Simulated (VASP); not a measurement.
Write the native input for VASP 6.6.1 that does the following.

- Task: single point
- Functional: r2SCAN
- Potentials or basis: VASP PAW PBE potentials, release 64 (Na_pv)
- Cutoff: 520 eV
- k mesh: 14 × 14 × 14
- Occupations: gaussian, width 0.1 eV
- Spin: no spin polarisation
- Dipole correction: no
- Further INCAR settings: ALGO = Normal; EDIFF = 1e-06; NBANDS = 10

Crystal: Na.

```
CELL_PARAMETERS angstrom
-2.10638 2.10638 2.10638
2.10638 -2.10638 2.10638
2.10638 2.10638 -2.10638
ATOMIC_POSITIONS crystal
Na 0.00000 0.00000 0.00000
```

One way to write it, as run:

POSCAR

```
Na
1.0
   -2.1063836290      2.1063836290      2.1063836290
    2.1063836290     -2.1063836290      2.1063836290
    2.1063836290      2.1063836290     -2.1063836290
Na
1
Direct
    0.0000000000      0.0000000000      0.0000000000
```

INCAR.step1

```
PREC = Accurate
ENCUT = 520
ISMEAR = 0
SIGMA = 0.1
LREAL = False
LASPH = True
NELM = 60
NBANDS = 10
GGA = PE
ALGO = Normal
EDIFF = 1E-4
LWAVE = True
LCHARG = False
```

INCAR.step2

```
PREC = Accurate
ENCUT = 520
EDIFF = 1E-6
ISMEAR = 0
SIGMA = 0.1
LREAL = False
LASPH = True
NELM = 60
ALGO = Normal
ISIF = 2
LWAVE = False
LCHARG = False
METAGGA = R2SCAN
LMIXTAU = True
NBANDS = 10
ISTART = 1
```

KPOINTS

```
regular mesh
0
Gamma
  14 14 14
```

Potentials or basis: VASP PAW PBE potentials, release 64 (Na_pv).

Launch:

```bash
$ cat potpaw_PBE.64/Na_pv/POTCAR > POTCAR
$ cp INCAR.step1 INCAR
$ mpirun -np 1 vasp_std > vasp.out
$ cp INCAR.step2 INCAR
$ mpirun -np 1 vasp_std > vasp.out
```

Results of the run:

The pressure is 0.2 GPa and the band gap on the k mesh is zero (an odd number of electrons rules out a gap without spin polarisation).

Caveat: the PAW data sets were made with another functional, which shifts forces and pressure a little.

Wall time 82 s on 1 thread of AMD EPYC 9R45 (Zen 5) (shared host), peak memory 0.14 GiB.
